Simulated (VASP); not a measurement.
SnSe2:

```
CELL_PARAMETERS angstrom
3.84874 0.00000 0.00000
-1.92437 3.33310 0.00000
0.00000 0.00000 6.19676
ATOMIC_POSITIONS crystal
Sn 0.00000 0.00000 0.00000
Se 0.66667 0.33333 0.75100
Se 0.33333 0.66667 0.24900
```

| Quantity | Value |
| --- | --- |
| Program | VASP 6.6.1 |
| Task | relaxation of cell and atoms |
| Functional | PBE |
| Potentials or basis | VASP PAW PBE potentials, release 64 (Sn_d, Se) |
| Cutoff | 620 eV |
| k mesh | 8 × 8 × 5 |
| Occupations | gaussian, width 0.03 eV |
| Spin | no spin polarisation |

At the start: pressure 3.3 GPa; volume 26.50 Å³/atom.

**Question.** Where does the relaxation end?

**Answer.** Over 42 steps the energy falls by 20.7 meV/atom and the volume is 30.34 Å³/atom (+14.5 %); space group P-3m1 (No. 164, to 0.1 Å) before and after.

The path:
```csv
step,energy change (eV),largest force (eV/Å),pressure (GPa),volume (Å³)
1,0.0000,0.5166,3.35,79.49
3,-0.0470,0.0535,0.06,83.10
5,-0.0573,0.1129,-0.36,86.92
7,-0.0609,0.0056,-0.05,89.64
9,-0.0610,0.0006,0.02,89.74
11,-0.0610,0.0144,-0.04,89.98
13,-0.0611,0.0040,-0.03,90.16
15,-0.0611,0.0042,0.01,90.23
17,-0.0611,0.0022,0.01,90.29
19,-0.0611,0.0012,0.01,90.28
21,-0.0611,0.0019,0.00,90.33
23,-0.0620,0.0027,0.00,90.33
25,-0.0620,0.0094,-0.02,90.42
27,-0.0620,0.0077,-0.01,90.40
29,-0.0620,0.0072,-0.01,90.41
31,-0.0620,0.0058,0.01,90.45
33,-0.0620,0.0037,0.03,90.53
35,-0.0620,0.0025,0.02,90.70
37,-0.0620,0.0037,0.01,91.40
39,-0.0620,0.0005,0.02,91.02
41,-0.0620,0.0018,0.00,91.03
42,-0.0621,0.0018,0.00,91.03
```

Final structure:
```
CELL_PARAMETERS angstrom
3.87317 0.00000 0.00000
-1.93658 3.35426 0.00000
0.00000 0.00000 7.00687
ATOMIC_POSITIONS crystal
Sn 0.00000 0.00000 0.00000
Se 0.66667 0.33333 0.77228
Se 0.33333 0.66667 0.22772
```

Caveat: this functional lacks dispersion, which binds the layers, so the pressure and a relaxed spacing across them are unreliable.
